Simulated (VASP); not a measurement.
# Tl (P6_3/mmc) in VASP: a series of runs

Runs on Tl. Level: RPBE. Tasks: single point.

Program: VASP 6.6.1. These are calculated values, not measurements. Logs are shortened: lines on timing, memory, paths and dates and some standing lists are left out, and cuts for length are marked.

## 1. The cell of the first run

The structure is hexagonal, space group P6_3/mmc (No. 194). Conventional cell: a = 3.594 Å, b = 3.594 Å, c = 11.512 Å, α = 90.00°, β = 90.00°, γ = 120.00°. Tl (site symmetry -3m) has 12 Tl at 3.55 to 3.59 Å within 4.7 Å. Within 4.7 Å of Tl (site symmetry -6m2) lie 12 Tl at 3.55 to 3.59 Å.

## 2. Single point, RPBE (volume scaled by 0.96)

INCAR

```
PREC = Accurate ; ENCUT = 520
EDIFF = 1E-7 ; ISMEAR = -1
SIGMA = 0.1 ; LREAL = False
LASPH = True ; NELM = 80
ALGO = Normal ; ISIF = 2
LWAVE = False ; LCHARG = False
GGA = RP ; NBANDS = 34
```

KPOINTS

```
Automatic mesh
0
Gamma
  11 11 3
```

POSCAR

```
Tl
1.0
    3.5940987825      0.0000000000      0.0000000000
   -1.7970493913      3.1125808494      0.0000000000
    0.0000000000      0.0000000000     11.5115439966
Tl
4
Direct
    0.0000000000      1.0000000000      0.0000000000
    0.0000000000      0.0000000000      0.5000000000
    0.3333333333      0.6666666667      0.2500000000
    0.6666666667      0.3333333333      0.7500000000
```

Potentials or basis: VASP PAW PBE potentials, release 64 (Tl_d).

Run with:

```sh
$ cat potpaw_PBE.64/Tl_d/POTCAR > POTCAR
$ mpirun -np 1 vasp_std > vasp.out
```

OUTCAR:

```text
PREC = Accurate
   ENCUT = 520
   EDIFF = 1E-7
   ISMEAR = -1
   LREAL = False
   LASPH = True
   NELM = 80
   ISIF = 2
   GGA = RP

 ion  position               nearest neighbor table
   1  0.000  0.000  0.000-   3 3.55   4 3.55   4 3.55   3 3.55   4 3.55   3 3.55
   2  0.000  0.000  0.500-   3 3.55   4 3.55   4 3.55   3 3.55   4 3.55   3 3.55
   3  0.333  0.667  0.250-   1 3.55   2 3.55   1 3.55   2 3.55   1 3.55   2 3.55
   4  0.667  0.333  0.750-   1 3.55   2 3.55   1 3.55   2 3.55   1 3.55   2 3.55

  LATTYP: Found a hexagonal cell.
 ALAT       =     3.5940987825
 C/A-ratio  =     3.2029013929

  Lattice vectors:

 A1 = (   3.5940987825,   0.0000000000,   0.0000000000)
 A2 = (  -1.7970493913,   3.1125808494,   0.0000000000)
 A3 = (   0.0000000000,   0.0000000000,  11.5115439966)

Analysis of symmetry for initial positions (statically):
=====================================================================
 Subroutine PRICEL returns:
 Original cell was already a primitive cell.

 Routine SETGRP: Setting up the symmetry group for a
 hexagonal supercell.

 Subroutine GETGRP returns: Found 24 space group operations
 (whereof 12 operations were pure point group operations)
 out of a pool of 24 trial point group operations.

The static configuration has the point symmetry D_3d.
 The point group associated with its full space group is D_6h.

Analysis of symmetry for dynamics (positions and initial velocities):
=====================================================================
 Subroutine PRICEL returns:
 Original cell was already a primitive cell.

 Routine SETGRP: Setting up the symmetry group for a
 hexagonal supercell.

 Subroutine GETGRP returns: Found 24 space group operations
 (whereof 12 operations were pure point group operations)
 out of a pool of 24 trial point group operations.

The dynamic configuration has the point symmetry D_3d.
 The point group associated with its full space group is D_6h.

 Subroutine INISYM returns: Found 24 space group operations
 (whereof 12 operations are pure point group operations),
 and found     1 'primitive' translations

----------------------------------------------------------------------------------------

                                     Primitive cell

  volume of cell :     128.7788

  direct lattice vectors                    reciprocal lattice vectors
     3.594098783  0.000000000  0.000000000     0.278233866  0.160638398  0.000000000
    -1.797049391  3.112580849  0.000000000     0.000000000  0.321276795  0.000000000
     0.000000000  0.000000000 11.511543997     0.000000000  0.000000000  0.086869320

  length of vectors
     3.594098783  3.594098783 11.511543997     0.321276795  0.321276795  0.086869320

  position of ions in fractional coordinates (direct lattice)
     0.000000000  0.000000000  0.000000000
     0.000000000  0.000000000  0.500000000
     0.333333333  0.666666667  0.250000000
     0.666666667  0.333333333  0.750000000

  ion indices of the primitive-cell ions
   primitive index   ion index
                 1           1
                 2           2
                 3           3
                 4           4

----------------------------------------------------------------------------------------

 KPOINTS: Automatic mesh

Automatic generation of k-mesh.
 Grid dimensions read from file:
 generate k-points for:   11   11    3

 Generating k-lattice:

  Cartesian coordinates                     Fractional coordinates (reciprocal lattice)
     0.025293988  0.014603491  0.000000000     0.090909091  0.000000000  0.000000000
     0.000000000  0.029206981  0.000000000     0.000000000  0.090909091  0.000000000
     0.000000000  0.000000000  0.028956440     0.000000000  0.000000000  0.333333333

  Length of vectors
     0.029206981  0.029206981  0.028956440

  Shift w.r.t. Gamma in fractional coordinates (k-lattice)
     0.000000000  0.000000000  0.000000000

 Subroutine IBZKPT returns following result:
 ===========================================

 Found     32 irreducible k-points:

 Following reciprocal coordinates:
            Coordinates               Weight
  0.000000  0.000000  0.000000      1.000000
  0.090909  0.000000  0.000000      6.000000
  0.181818  0.000000  0.000000      6.000000
  0.272727  0.000000  0.000000      6.000000
  0.363636  0.000000  0.000000      6.000000
  0.454545 -0.000000  0.000000      6.000000
[... 16 lines left out ...]
  0.090909  0.090909  0.333333     12.000000
  0.181818  0.090909  0.333333     24.000000
 [... further k-points ...]
   k-points           NKPTS =     32   k-points in BZ     NKDIM =     32   number of bands    NBANDS=     34
   number of dos      NEDOS =    301   number of ions     NIONS =      4
   total plane-waves  NPLWV =  70560
   dimension x,y,z NGX =    28 NGY =   28 NGZ =   90
   dimension x,y,z NGXF=    56 NGYF=   56 NGZF=  180
   ions per type =               4
   NGX,Y,Z   is equivalent  to a cutoff of  12.95, 12.95, 13.00 a.u.
   NGXF,Y,Z  is equivalent  to a cutoff of  25.90, 25.90, 26.00 a.u.
 SYSTEM =  unknown system
   PREC   = accura    normal or accurate (medium, high low for compatibility)
   ISTART =      0    job   : 0-new  1-cont  2-samecut
   ICHARG =      2    charge: 1-file 2-atom 10-const
   ISPIN  =      1    spin polarized calculation?
   LNONCOLLINEAR =      F non collinear calculations
   LSORBIT =      F    spin-orbit coupling
   LASPH  =      T    aspherical Exc in radial PAW
   ENCUT  =  520.0 eV  38.22 Ry    6.18 a.u.   6.68  6.68 21.40*2*pi/ulx,y,z
   NELM   =     80;   NELMIN=  2; NELMDL= -5     # of ELM steps
   EDIFF  = 0.1E-06   stopping-criterion for ELM
   LREAL  =      F    real-space projection
   EDIFFG = 0.1E-05   stopping-criterion for IOM
   NSW    =      0    number of steps for IOM
   IBRION =     -1    ionic relax: 0-MD 1-quasi-New 2-CG
   NFREE  =      0    steps in history (QN), initial steepest desc. (CG)
   ISIF   =      2    stress and relaxation
   ISYM   =      2    0-nonsym 1-usesym 2-fastsym
   POTIM  = 0.5000    time-step for ionic-motion
   TEBEG  =    0.0;   TEEND  =   0.0 temperature during run
   PSTRESS=    0.0 pullay stress
   NELECT =      52.0000    total number of electrons
   NUPDOWN=      -1.0000    fix difference up-down
   EMIN   =  10.00;   EMAX   =-10.00  energy-range for DOS
   EFERMI =   0.00;   METHOD = LEGACY
   ISMEAR =    -1;   SIGMA  =   0.10  broadening in eV -4-tet -1-fermi 0-gaus
   EFERMI_NEDOS =   21; number of points for ismear=-14 and -15
   IALGO  =     38    algorithm
   IMIX   =      4    mixing-type and parameters
     AMIX     =   0.40;   BMIX     =  1.00
     AMIX_MAG =   1.60;   BMIX_MAG =  1.00
  volume/ion in A,a.u.               =      32.19       217.26
  Fermi-wavevector in a.u.,A,eV,Ry     =   1.210026  2.286617 19.921131  1.464162
  Thomas-Fermi vector in A             =   2.345585
   LORBIT       =      0    0 simple, 1 ext, 2 COOP (PROOUT), +10 PAW based schemes
   GGA     = RP    functional components
   LHFCALC =     F    Hartree Fock is set to
   AEXX    =    0.0000 exact exchange contribution
   IVDW    =     0    specifies the selected vdW correction
   LEPSILON=     F    determine dielectric tensor
   LRPA    =     F    only Hartree local field effects (RPA)
 non-spin polarized calculation
  energy-cutoff  :      520.00
  volume of cell :      128.78
 maximum number of plane-waves:      3523
 NGX is ok and might be reduce to    28
   NGX = 13   NGY = 13   NGZ = 43

 number of electron      51.9999996 magnetization

 Free energy of the ion-electron system (eV)
  ---------------------------------------------------
  ext. energy  EPLUGINS =         0.00000000
  ---------------------------------------------------
  free energy    TOTEN  =        -7.32120380 eV

  energy without entropy =       -7.24399829  energy(sigma->0) =       -7.28260104

 E-fermi :   5.5527     XC(G=0):  -9.4791

 val. band max:        5.5276934561   @ k =   0.4545  -0.0000   0.3333
 cond. band min:       5.5563312114   @ k =   0.2727   0.2727   0.3333
 fundamental gap:      0.0286377553
 Fermi energy:         5.5526860117

 k-point     1 :       0.0000    0.0000    0.0000
  band No.  band energies     occupation
      1      -6.1032      2.00000
      2      -6.0256      2.00000
      3      -6.0153      2.00000
      4      -5.9977      2.00000
      5      -5.9977      2.00000
      6      -5.9820      2.00000
[... 26 lines left out ...]
     33      13.6751      0.00000
     34      14.6719      0.00000

 k-point     2 :       0.0909    0.0000    0.0000
  band No.  band energies     occupation
      1      -6.0849      2.00000
      2      -6.0229      2.00000
      3      -6.0199      2.00000
      4      -5.9977      2.00000
      5      -5.9869      2.00000
      6      -5.9792      2.00000
[... 26 lines left out ...]
     33      13.3017      0.00000
     34      13.6452      0.00000

 k-point     3 :       0.1818    0.0000    0.0000
  band No.  band energies     occupation
      1      -6.0888      2.00000
      2      -6.0447      2.00000
      3      -6.0422      2.00000
      4      -5.9844      2.00000
      5      -5.9802      2.00000
      6      -5.9561      2.00000
[... 26 lines left out ...]
     33      12.4924      0.00000
     34      12.5048      0.00000
[... 704 lines left out ...]
 k-point    23 :       0.0909    0.0909    0.3333
  band No.  band energies     occupation
      1      -6.0551      2.00000
      2      -6.0447      2.00000
      3      -6.0230      2.00000
      4      -6.0216      2.00000
      5      -5.9784      2.00000
      6      -5.9572      2.00000
[... 26 lines left out ...]
     33      12.6010      0.00000
     34      12.9135      0.00000

 k-point    24 :       0.1818    0.0909    0.3333
  band No.  band energies     occupation
      1      -6.0868      2.00000
      2      -6.0704      2.00000
      3      -6.0331      2.00000
      4      -6.0139      2.00000
      5      -5.9810      2.00000
      6      -5.9504      2.00000
[... 26 lines left out ...]
     33      11.5279      0.00000
     34      12.2879      0.00000

 [... further k-points ...]

------------------------ aborting loop because EDIFF is reached ----------------------------------------

  FORCE on cell =-STRESS in cart. coord.  units (eV):
  Direction    XX          YY          ZZ          XY          YZ          ZX
  --------------------------------------------------------------------------------------
  -------------------------------------------------------------------------------------
  Total        0.6490537      0.6490537      0.7395814     -0.0000000     -0.0000000     -0.0000000
  in kB        8.0750822      8.0750822      9.2013662     -0.0000000     -0.0000000     -0.0000000
  external PRESSURE =       8.4505102 kB  Pullay stress =       0.0000000 kB

 VOLUME and BASIS-vectors are now :
 -----------------------------------------------------------------------------
  energy-cutoff  :      520.00
  volume of cell :      128.78
      direct lattice vectors                 reciprocal lattice vectors
     3.594098783  0.000000000  0.000000000     0.278233866  0.160638398  0.000000000
    -1.797049391  3.112580849  0.000000000     0.000000000  0.321276795  0.000000000
     0.000000000  0.000000000 11.511543997     0.000000000  0.000000000  0.086869320

 POSITION                                       TOTAL-FORCE (eV/Angst)
 -----------------------------------------------------------------------------------
      0.00000      0.00000      0.00000         0.000000     -0.000000      0.000000
      0.00000      0.00000      5.75577        -0.000000     -0.000000      0.000000
     -0.00000      2.07505      2.87789         0.000000     -0.000000     -0.000000
      1.79705      1.03753      8.63366        -0.000000      0.000000      0.000000
 -----------------------------------------------------------------------------------
    total drift:                                0.000000     -0.000000      0.000000

  FREE ENERGIE OF THE ION-ELECTRON SYSTEM (eV)
  ---------------------------------------------------
  free  energy   TOTEN  =        -7.3212037975 eV

  energy  without entropy=       -7.2439982890  energy(sigma->0) =       -7.28260104
```

It took 88 s on 1 thread of AMD EPYC 7R43 (Zen 3), shared host; peak memory 0.26 GiB.

What came out:

```
Free energy            : -7.3212 eV
Pressure               : 0.8 GPa
Band gap on the k mesh : zero (band 26 reaches 8.59 eV, above the bottom of band 27 at 4.70 eV)
```

Stress tensor (GPa, compression positive):
```
0.81 0.00 0.00
0.00 0.81 0.00
0.00 0.00 0.92
```

Caveat: the cell differs from its parent crystal (volume scaled by 0.96); the PAW data sets were made with another functional, which shifts forces and pressure a little; spin-orbit coupling is left out, which moves the levels of the heavy elements.

## 3. Single point, RPBE

This run uses another cell than the first one, of 33.54 Å³/atom, 1.042 times its volume.

INCAR

```
PREC     = Accurate       # precision mode
ENCUT    = 520            # plane-wave cutoff, eV
EDIFF    = 1E-6           # SCF threshold, eV
ISMEAR   = -1             # smearing method
SIGMA    = 0.1            # smearing width, eV
LREAL    = F              # projectors in reciprocal space
LASPH    = T              # aspherical terms in the spheres
NELM     = 80             # most SCF steps
ALGO     = Normal         # electronic algorithm
ISIF     = 2              # what is computed and relaxed
LWAVE    = F              # write WAVECAR
LCHARG   = F              # write CHGCAR
GGA      = RP             # functional
NBANDS   = 34             # bands
```

KPOINTS

```
regular mesh
0
Gamma
  11 11 3
```

POSCAR

```
Tl
1.0
    3.6433391313      0.0000000000      0.0000000000
   -1.8216695656      3.1552242423      0.0000000000
    0.0000000000      0.0000000000     11.6692559781
Tl
4
Direct
    0.0000000000      1.0000000000      0.0000000000
    0.0000000000      0.0000000000      0.5000000000
    0.3333333333      0.6666666667      0.2500000000
    0.6666666667      0.3333333333      0.7500000000
```

Potentials or basis: VASP PAW PBE potentials, release 64 (Tl_d).

Run with:

```sh
$ cat potpaw_PBE.64/Tl_d/POTCAR > POTCAR
$ mpirun -np 1 vasp_std > vasp.out
```

Run time: 82 s. Hardware: 1 thread of AMD EPYC 7R43 (Zen 3), shared host; peak memory 0.26 GiB.

The run converged. Its results:

```
Free energy            : -7.3365 eV
Pressure               : -0.1 GPa
Band gap on the k mesh : zero (band 26 reaches 8.08 eV, above the bottom of band 27 at 4.40 eV)
```

Levels at points of the mesh, in eV from the Fermi level:
| k point | band 22 | band 23 | band 24 | band 25 | band 26 | band 27 | band 28 | band 29 |
| --- | --- | --- | --- | --- | --- | --- | --- | --- |
| (0.00, 0.00, 0.00) | -7.86 | -7.85 | -5.20 | -2.24 | 2.81 | 2.82 | 7.00 | 7.00 |

Caveat: the PAW data sets were made with another functional, which shifts forces and pressure a little; spin-orbit coupling is left out, which moves the levels of the heavy elements.

## 4. Single point, RPBE (volume scaled by 1.04)

INCAR

```
SYSTEM = Tl
PREC     = Accurate       ! precision mode
ENCUT    = 520            ! plane-wave cutoff, eV
EDIFF    = 1E-6           ! SCF threshold, eV
ISMEAR   = -1             ! smearing method
SIGMA    = 0.1            ! smearing width, eV
LREAL    = .FALSE.        ! projectors in reciprocal space
LASPH    = .TRUE.         ! aspherical terms in the spheres
NELM     = 100            ! most SCF steps
ALGO     = Normal         ! electronic algorithm
ISIF     = 2              ! what is computed and relaxed
LWAVE    = .FALSE.        ! write WAVECAR
LCHARG   = .FALSE.        ! write CHGCAR
GGA      = RP             ! functional
NBANDS   = 34             ! bands
```

KPOINTS

```
Automatic mesh
0
G
  11 11 3
  0 0 0
```

POSCAR

```
Tl
1.0
    3.6912833021      0.0000000000      0.0000000000
   -1.8456416511      3.1967451122      0.0000000000
    0.0000000000      0.0000000000     11.8228164298
Tl
4
Direct
    0.0000000000      1.0000000000      0.0000000000
    0.0000000000      0.0000000000      0.5000000000
    0.3333333333      0.6666666667      0.2500000000
    0.6666666667      0.3333333333      0.7500000000
```

Run with:

```sh
$ cat potpaw_PBE.64/Tl_d/POTCAR > POTCAR
$ mpirun -np 1 vasp_std > vasp.out
```

Run time: 82 s. Hardware: 1 thread of AMD EPYC 7R43 (Zen 3), shared host; peak memory 0.26 GiB.

The run converged. Its results:

- Free energy: -7.3249 eV
- Pressure: -0.8 GPa
- Band gap on the k mesh: zero (band 26 reaches 7.61 eV, above the bottom of band 27 at 4.12 eV)

Stress tensor (GPa, compression positive):
```
-0.72  0.00  0.00
 0.00 -0.72  0.00
 0.00  0.00 -0.83
```

Levels at points of the mesh, in eV from the Fermi level:
| k point | band 22 | band 23 | band 24 | band 25 | band 26 | band 27 | band 28 | band 29 |
| --- | --- | --- | --- | --- | --- | --- | --- | --- |
| (0.00, 0.00, 0.00) | -7.71 | -7.70 | -5.23 | -2.12 | 2.68 | 2.69 | 6.75 | 6.75 |

Caveat: the cell differs from its parent crystal (volume scaled by 1.04); the PAW data sets were made with another functional, which shifts forces and pressure a little; spin-orbit coupling is left out, which moves the levels of the heavy elements.

## 5. Overview

| cell | gap on the mesh (eV) | pressure (GPa) |
| --- | --- | --- |
| a = 3.594, b = 3.594, c = 11.512 Å, angles 90.0, 90.0, 120.0°, 4 atoms | none | 0.8 |
| a = 3.643, b = 3.643, c = 11.669 Å, angles 90.0, 90.0, 120.0°, 4 atoms | none | -0.1 |
| a = 3.691, b = 3.691, c = 11.823 Å, angles 90.0, 90.0, 120.0°, 4 atoms | none | -0.8 |

Alike in all rows: task single point; level RPBE; potentials or basis VASP PAW PBE potentials, release 64 (Tl_d); no spin polarisation; k mesh 11 × 11 × 3; cutoff (eV) 520; smearing fermi-dirac 0.1 eV.

Caveats: the PAW data sets were made with another functional, which shifts forces and pressure a little; spin-orbit coupling is left out, which moves the levels of the heavy elements.

Total energies depend on the potentials used, so only differences within one code and one set of settings carry meaning.
